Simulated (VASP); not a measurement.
# Al2BN3 (P6_3/mmc) in VASP: a series of runs

Runs on Al2BN3. Level: PBE. Tasks: relaxation of cell and atoms.

Program: VASP 6.6.1. These are calculated values, not measurements. Logs are shortened: lines on timing, memory, paths and dates and some standing lists are left out, and cuts for length are marked.

## 1. The cell of the first run

The structure is hexagonal, space group P6_3/mmc (No. 194). The conventional cell has a = 3.117 Å, b = 3.117 Å, c = 12.881 Å, α = 90.00°, β = 90.00°, γ = 120.00°. Within 2.4 Å of Al (site symmetry 3m) lie 5 N at 1.80 to 2.32 Å. B (site symmetry -6m2) has 5 N at 1.80 to 2.07 Å within 2.4 Å. N (site symmetry -6m2) has 3 B at 1.80 Å and 2 Al at 2.05 Å within 2.4 Å. N (site symmetry 3m) has 4 Al at 1.80 to 2.32 Å and 1 B at 2.07 Å within 2.4 Å.

## 2. Relaxation of cell and atoms, PBE

Input file INCAR:

```
PREC = Accurate
ENCUT = 600
EDIFF = 1E-6
ISMEAR = 0
SIGMA = 0.1
LREAL = False
LASPH = True
NELM = 100
ALGO = Normal
ISIF = 3
LWAVE = False
LCHARG = False
GGA = PE
IBRION = 2
NSW = 90
EDIFFG = -0.04
```

Input file KPOINTS:

```
regular mesh
0
Gamma
  6 6 2
```

Input file POSCAR:

```
Al2BN3
1.0
    3.1171191642      0.0000000000      0.0000000000
   -1.5585595821      2.6995043828      0.0000000000
    0.0000000000      0.0000000000     12.8811433884
Al B N
4 2 6
Direct
    0.3333333333      0.6666666667      0.0911893585
    0.3333333333      0.6666666667      0.4088106415
    0.6666666667      0.3333333333      0.5911893585
    0.6666666667      0.3333333333      0.9088106415
    0.3333333333      0.6666666667      0.7500000000
    0.6666666667      0.3333333333      0.2500000000
    0.3333333333      0.6666666667      0.2500000000
    0.3333333333      0.6666666667      0.5890936981
    0.3333333333      0.6666666667      0.9109063019
    0.6666666667      0.3333333333      0.0890936981
    0.6666666667      0.3333333333      0.4109063019
    0.6666666667      0.3333333333      0.7500000000
```

Potentials or basis: VASP PAW PBE potentials, release 64 (Al, B, N).

Started as:

```
> cat potpaw_PBE.64/Al/POTCAR potpaw_PBE.64/B/POTCAR potpaw_PBE.64/N/POTCAR > POTCAR
> mpirun -np 1 vasp_std > vasp.out
```

OUTCAR:

```text
PREC = Accurate
   ENCUT = 600
   EDIFF = 1E-6
   ISMEAR = 0
   LREAL = False
   LASPH = True
   NELM = 100
   ISIF = 3
   GGA = PE
   IBRION = 2
   NSW = 90
   EDIFFG = -0.04

 ion  position               nearest neighbor table
   1  0.333  0.667  0.091-  10 1.80  10 1.80  10 1.80   7 2.05   9 2.32   6 2.72   6 2.72   6 2.72
                             4 2.96   4 2.96   4 2.96
   2  0.333  0.667  0.409-  11 1.80  11 1.80  11 1.80   7 2.05   8 2.32   6 2.72   6 2.72   6 2.72
                             3 2.96   3 2.96   3 2.96
   3  0.667  0.333  0.591-   8 1.80   8 1.80   8 1.80  12 2.05  11 2.32   5 2.72   5 2.72   5 2.72
                             2 2.96   2 2.96   2 2.96
   4  0.667  0.333  0.909-   9 1.80   9 1.80   9 1.80  12 2.05  10 2.32   5 2.72   5 2.72   5 2.72
                             1 2.96   1 2.96   1 2.96
   5  0.333  0.667  0.750-  12 1.80  12 1.80  12 1.80   4 2.72   3 2.72   4 2.72   3 2.72   3 2.72
                             4 2.72
   6  0.667  0.333  0.250-   7 1.80   7 1.80   7 1.80   2 2.72   1 2.72   2 2.72   1 2.72   1 2.72
                             2 2.72
   7  0.333  0.667  0.250-   6 1.80   6 1.80   6 1.80   1 2.05   2 2.05
   8  0.333  0.667  0.589-   3 1.80   3 1.80   3 1.80   2 2.32
   9  0.333  0.667  0.911-   4 1.80   4 1.80   4 1.80   1 2.32
  10  0.667  0.333  0.089-   1 1.80   1 1.80   1 1.80   4 2.32
  11  0.667  0.333  0.411-   2 1.80   2 1.80   2 1.80   3 2.32
  12  0.667  0.333  0.750-   5 1.80   5 1.80   5 1.80   3 2.05   4 2.05

  LATTYP: Found a hexagonal cell.
 ALAT       =     3.1171191642
 C/A-ratio  =     4.1323872171

  Lattice vectors:

 A1 = (   3.1171191642,   0.0000000000,   0.0000000000)
 A2 = (  -1.5585595821,   2.6995043828,   0.0000000000)
 A3 = (   0.0000000000,   0.0000000000,  12.8811433884)

Analysis of symmetry for initial positions (statically):
=====================================================================
 Subroutine PRICEL returns:
 Original cell was already a primitive cell.

 Routine SETGRP: Setting up the symmetry group for a
 hexagonal supercell.

 Subroutine GETGRP returns: Found 24 space group operations
 (whereof 12 operations were pure point group operations)
 out of a pool of 24 trial point group operations.

The static configuration has the point symmetry D_3d.
 The point group associated with its full space group is D_6h.

Analysis of symmetry for dynamics (positions and initial velocities):
=====================================================================
 Subroutine PRICEL returns:
 Original cell was already a primitive cell.

 Routine SETGRP: Setting up the symmetry group for a
 hexagonal supercell.

 Subroutine GETGRP returns: Found 24 space group operations
 (whereof 12 operations were pure point group operations)
 out of a pool of 24 trial point group operations.

The dynamic configuration has the point symmetry D_3d.
 The point group associated with its full space group is D_6h.

 Subroutine INISYM returns: Found 24 space group operations
 (whereof 12 operations are pure point group operations),
 and found     1 'primitive' translations

----------------------------------------------------------------------------------------

                                     Primitive cell

  volume of cell :     108.3907

  direct lattice vectors                    reciprocal lattice vectors
     3.117119164  0.000000000  0.000000000     0.320809038  0.185219184  0.000000000
    -1.558559582  2.699504383  0.000000000     0.000000000  0.370438369  0.000000000
     0.000000000  0.000000000 12.881143388     0.000000000  0.000000000  0.077632860

  length of vectors
     3.117119164  3.117119164 12.881143388     0.370438369  0.370438369  0.077632860

  position of ions in fractional coordinates (direct lattice)
     0.333333333  0.666666667  0.091189359
     0.333333333  0.666666667  0.408810641
     0.666666667  0.333333333  0.591189359
     0.666666667  0.333333333  0.908810641
     0.333333333  0.666666667  0.750000000
     0.666666667  0.333333333  0.250000000
     0.333333333  0.666666667  0.250000000
     0.333333333  0.666666667  0.589093698
[... 33 lines left out ...]
     0.000000000  0.000000000  0.038816430     0.000000000  0.000000000  0.500000000

  Length of vectors
     0.061739728  0.061739728  0.038816430

  Shift w.r.t. Gamma in fractional coordinates (k-lattice)
     0.000000000  0.000000000  0.000000000

 Subroutine IBZKPT returns following result:
 ===========================================

 Found     14 irreducible k-points:

 Following reciprocal coordinates:
            Coordinates               Weight
  0.000000  0.000000  0.000000      1.000000
  0.166667  0.000000  0.000000      6.000000
  0.333333  0.000000  0.000000      6.000000
  0.500000  0.000000  0.000000      3.000000
  0.166667  0.166667  0.000000      6.000000
  0.333333  0.166667  0.000000     12.000000
  0.333333  0.333333  0.000000      2.000000
  0.000000  0.000000  0.500000      1.000000
  0.166667  0.000000  0.500000      6.000000
  0.333333  0.000000  0.500000      6.000000
  0.500000  0.000000  0.500000      3.000000
  0.166667  0.166667  0.500000      6.000000
  0.333333  0.166667  0.500000     12.000000
  0.333333  0.333333  0.500000      2.000000
   k-points           NKPTS =     14   k-points in BZ     NKDIM =     14   number of bands    NBANDS=     31
   number of dos      NEDOS =    301   number of ions     NIONS =     12
   total plane-waves  NPLWV =  84672
   dimension x,y,z NGX =    28 NGY =   28 NGZ =  108
   dimension x,y,z NGXF=    56 NGYF=   56 NGZF=  216
   ions per type =               4   2   6
   NGX,Y,Z   is equivalent  to a cutoff of  14.93, 14.93, 13.94 a.u.
   NGXF,Y,Z  is equivalent  to a cutoff of  29.87, 29.87, 27.88 a.u.
 SYSTEM =  unknown system
   PREC   = accura    normal or accurate (medium, high low for compatibility)
   ISTART =      0    job   : 0-new  1-cont  2-samecut
   ICHARG =      2    charge: 1-file 2-atom 10-const
   ISPIN  =      1    spin polarized calculation?
   LNONCOLLINEAR =      F non collinear calculations
   LSORBIT =      F    spin-orbit coupling
   LASPH  =      T    aspherical Exc in radial PAW
   ENCUT  =  600.0 eV  44.10 Ry    6.64 a.u.   6.23  6.23 25.73*2*pi/ulx,y,z
   NELM   =    100;   NELMIN=  2; NELMDL= -5     # of ELM steps
   EDIFF  = 0.1E-05   stopping-criterion for ELM
   LREAL  =      F    real-space projection
   EDIFFG = -.4E-01   stopping-criterion for IOM
   NSW    =     90    number of steps for IOM
   IBRION =      2    ionic relax: 0-MD 1-quasi-New 2-CG
   NFREE  =      1    steps in history (QN), initial steepest desc. (CG)
   ISIF   =      3    stress and relaxation
   ISYM   =      2    0-nonsym 1-usesym 2-fastsym
   POTIM  = 0.5000    time-step for ionic-motion
   TEBEG  =    0.0;   TEEND  =   0.0 temperature during run
   PSTRESS=    0.0 pullay stress
   NELECT =      48.0000    total number of electrons
   NUPDOWN=      -1.0000    fix difference up-down
   EMIN   =  10.00;   EMAX   =-10.00  energy-range for DOS
   EFERMI =   0.00;   METHOD = LEGACY
   ISMEAR =     0;   SIGMA  =   0.10  broadening in eV -4-tet -1-fermi 0-gaus
   EFERMI_NEDOS =   21; number of points for ismear=-14 and -15
   IALGO  =     38    algorithm
   IMIX   =      4    mixing-type and parameters
     AMIX     =   0.40;   BMIX     =  1.00
     AMIX_MAG =   1.60;   BMIX_MAG =  1.00
  volume/ion in A,a.u.               =       9.03        60.95
  Fermi-wavevector in a.u.,A,eV,Ry     =   1.247837  2.358071 21.185603  1.557098
  Thomas-Fermi vector in A             =   2.381951
   LORBIT       =      0    0 simple, 1 ext, 2 COOP (PROOUT), +10 PAW based schemes
   GGA     = PE    functional components
   LHFCALC =     F    Hartree Fock is set to
   AEXX    =    0.0000 exact exchange contribution
   IVDW    =     0    specifies the selected vdW correction
   LEPSILON=     F    determine dielectric tensor
   LRPA    =     F    only Hartree local field effects (RPA)
 conjugate gradient relaxation of ions
 non-spin polarized calculation
 Gauss-broadening in eV      SIGMA  =   0.10
  energy-cutoff  :      600.00
  volume of cell :      108.39
 maximum number of plane-waves:      3639
 NGX is ok and might be reduce to    28
   NGX = 13   NGY = 13   NGZ = 51

 number of electron      48.0000001 magnetization

 Free energy of the ion-electron system (eV)
  ---------------------------------------------------
  ext. energy  EPLUGINS =         0.00000000
  ---------------------------------------------------
  free energy    TOTEN  =       -86.02485638 eV

  energy without entropy =      -86.02485638  energy(sigma->0) =      -86.02485638

 E-fermi :   8.1081     XC(G=0): -11.3582

 val. band max:        7.6931093528   @ k =   0.0000   0.0000   0.0000
 cond. band min:       9.5147798286   @ k =   0.0000   0.0000   0.0000
 fundamental gap:      1.8216704758
 Fermi energy:         8.1080772278

 k-point     1 :       0.0000    0.0000    0.0000
  band No.  band energies     occupation
      1     -10.1480      2.00000
      2      -9.8788      2.00000
      3      -8.8562      2.00000
      4      -7.5994      2.00000
      5      -7.5493      2.00000
      6      -6.2774      2.00000
[... 465 lines left out ...]
     30      14.0428      0.00000
     31      14.2699      0.00000

------------------------ aborting loop because EDIFF is reached ----------------------------------------

  FORCE on cell =-STRESS in cart. coord.  units (eV):
  Direction    XX          YY          ZZ          XY          YZ          ZX
  --------------------------------------------------------------------------------------
  -------------------------------------------------------------------------------------
  Total       -0.1897707     -0.1897707     -0.2395873      0.0000000      0.0000000     -0.0000000
  in kB       -2.8050971     -2.8050971     -3.5414616      0.0000000      0.0000000     -0.0000000
  external PRESSURE =      -3.0505519 kB  Pullay stress =       0.0000000 kB

 VOLUME and BASIS-vectors are now :
 -----------------------------------------------------------------------------
  energy-cutoff  :      600.00
  volume of cell :      108.39
      direct lattice vectors                 reciprocal lattice vectors
     3.117119164  0.000000000  0.000000000     0.320809038  0.185219184  0.000000000
    -1.558559582  2.699504383  0.000000000     0.000000000  0.370438369  0.000000000
     0.000000000  0.000000000 12.881143388     0.000000000  0.000000000  0.077632860

 POSITION                                       TOTAL-FORCE (eV/Angst)
 -----------------------------------------------------------------------------------
     -0.00000      1.79967      1.17462        -0.000000      0.000000      0.007772
     -0.00000      1.79967      5.26595        -0.000000      0.000000     -0.007772
      1.55856      0.89983      7.61519        -0.000000     -0.000000      0.007772
      1.55856      0.89983     11.70652        -0.000000     -0.000000     -0.007772
     -0.00000      1.79967      9.66086         0.000000     -0.000000     -0.000000
      1.55856      0.89983      3.22029        -0.000000      0.000000     -0.000000
     -0.00000      1.79967      3.22029        -0.000000      0.000000     -0.000000
     -0.00000      1.79967      7.58820         0.000000      0.000000     -0.000743
     -0.00000      1.79967     11.73351         0.000000      0.000000      0.000743
      1.55856      0.89983      1.14763         0.000000     -0.000000     -0.000743
      1.55856      0.89983      5.29294         0.000000     -0.000000      0.000743
      1.55856      0.89983      9.66086         0.000000     -0.000000     -0.000000
 -----------------------------------------------------------------------------------
    total drift:                               -0.000000      0.000000      0.000000

  FREE ENERGIE OF THE ION-ELECTRON SYSTEM (eV)
  ---------------------------------------------------
  free  energy   TOTEN  =       -86.0248563781 eV

  energy  without entropy=      -86.0248563781  energy(sigma->0) =      -86.02485638

 reached required accuracy - stopping structural energy minimisation
```

It took 43 s on 1 thread of AMD EPYC 9R45 (Zen 5), shared host; peak memory 0.25 GiB.

What came out:

```yaml
Free_energy: -86.0249 eV
Pressure_after_relaxing: -0.3 GPa
Largest_force_after_relaxing: 0.008 eV/Å
Band_gap_on_the_k_mesh: 1.82 eV
```

Forces in eV/Å, atoms in the order of the input:
```
Al   0.000  0.000  0.008
Al   0.000  0.000 -0.008
Al   0.000  0.000  0.008
Al   0.000  0.000 -0.008
B    0.000  0.000  0.000
B    0.000  0.000  0.000
N    0.000  0.000  0.000
N    0.000  0.000 -0.001
N    0.000  0.000  0.001
N    0.000  0.000 -0.001
N    0.000  0.000  0.001
N    0.000  0.000  0.000
```

Final structure:
```
Al B N
1.0
     3.11712    0.00000    0.00000
    -1.55856    2.69950    0.00000
     0.00000    0.00000   12.88114
Al B N
4 2 6
Direct
  0.33333 0.66667 0.09119
  0.33333 0.66667 0.40881
  0.66667 0.33333 0.59119
  0.66667 0.33333 0.90881
  0.33333 0.66667 0.75000
  0.66667 0.33333 0.25000
  0.33333 0.66667 0.25000
  0.33333 0.66667 0.58909
  0.33333 0.66667 0.91091
  0.66667 0.33333 0.08909
  0.66667 0.33333 0.41091
  0.66667 0.33333 0.75000
```

Caveat: the relaxation stopped at its first step, so nothing moved.

## 3. Relaxation of cell and atoms, PBE

Input file INCAR:

```
SYSTEM = Al2BN3
PREC     = Accurate       ! precision mode
ENCUT    = 600            ! plane-wave cutoff, eV
EDIFF    = 1E-7           ! SCF threshold, eV
ISMEAR   = 0              ! smearing method
SIGMA    = 0.02           ! smearing width, eV
LREAL    = .False.        ! projectors in reciprocal space
LASPH    = .True.         ! aspherical terms in the spheres
NELM     = 100            ! most SCF steps
ALGO     = Normal         ! electronic algorithm
ISIF     = 3              ! what is computed and relaxed
LWAVE    = .False.        ! write WAVECAR
LCHARG   = .False.        ! write CHGCAR
GGA      = PE             ! functional
IBRION   = 2              ! ionic algorithm
NSW      = 100            ! ionic steps
EDIFFG   = -0.01          ! ionic threshold
```

Input file KPOINTS:

```
Automatic mesh
0
Gamma
  12 12 2
  0 0 0
```

POSCAR is that of step 2.

Potentials or basis: VASP PAW PBE potentials, release 64 (Al, B, N).

Started as:

```
> cat potpaw_PBE.64/Al/POTCAR potpaw_PBE.64/B/POTCAR potpaw_PBE.64/N/POTCAR > POTCAR
> mpirun -np 1 vasp_std > vasp.out
```

Wall time 3.4 min (1 thread of AMD EPYC 9R45 (Zen 5), shared host); peak memory 0.33 GiB.

The run converged. Its results:

```
Free energy                           : -86.0257 eV
Relaxed volume                        : 9.02 Å³/atom
Relaxed cell                          : a = 3.116 Å, b = 3.116 Å, c = 12.874 Å, α = 90.00°, β = 90.00°, γ = 120.00°
Space group after relaxing (to 0.1 Å) : P6_3/mmc (No. 194)
Energy gained by relaxing             : 0.0 meV/atom
Ionic steps                           : 3
Pressure after relaxing               : 0.0 GPa
Band gap on the k mesh                : 1.83 eV
```

Stress tensor (GPa, compression positive):
```
 0.07  0.00  0.00
 0.00  0.07  0.00
 0.00  0.00 -0.11
```

The path:
| step | energy change (eV) | largest force (eV/Å) | pressure (GPa) | volume (Å³) |
| --- | --- | --- | --- | --- |
| 1 | 0.0000 | 0.0066 | -0.31 | 108.39 |
| 2 | -0.0001 | 0.0049 | 0.25 | 108.12 |
| 3 | -0.0002 | 0.0010 | 0.01 | 108.23 |

Final structure:
```
Al B N
1.0
     3.11570    0.00000    0.00000
    -1.55785    2.69827    0.00000
     0.00000    0.00000   12.87429
Al B N
4 2 6
Cartesian
  0.0000 1.7988 1.1742
  0.0000 1.7988 5.2630
  1.5578 0.8994 7.6113
  1.5578 0.8994 11.7001
  0.0000 1.7988 9.6557
  1.5578 0.8994 3.2186
  0.0000 1.7988 3.2186
  0.0000 1.7988 7.5841
  0.0000 1.7988 11.7273
  1.5578 0.8994 1.1470
  1.5578 0.8994 5.2901
  1.5578 0.8994 9.6557
```

Levels at points of the mesh, in eV from the valence-band top:
```csv
k point,band 21,band 22,band 23,band 24,band 25,band 26,band 27,band 28
"(0.00, 0.00, 0.00)",-2.24,-1.92,-1.92,0.00,1.83,2.55,4.87,4.87
"(0.50, 0.00, 0.00)",-2.75,-2.21,-1.95,-1.25,2.27,2.82,3.95,5.16
"(0.00, 0.00, 0.50)",-2.02,-2.02,-0.80,-0.80,2.28,2.28,4.84,4.84
"(0.50, 0.00, 0.50)",-2.41,-2.41,-1.85,-1.85,2.53,2.53,4.70,4.70
```
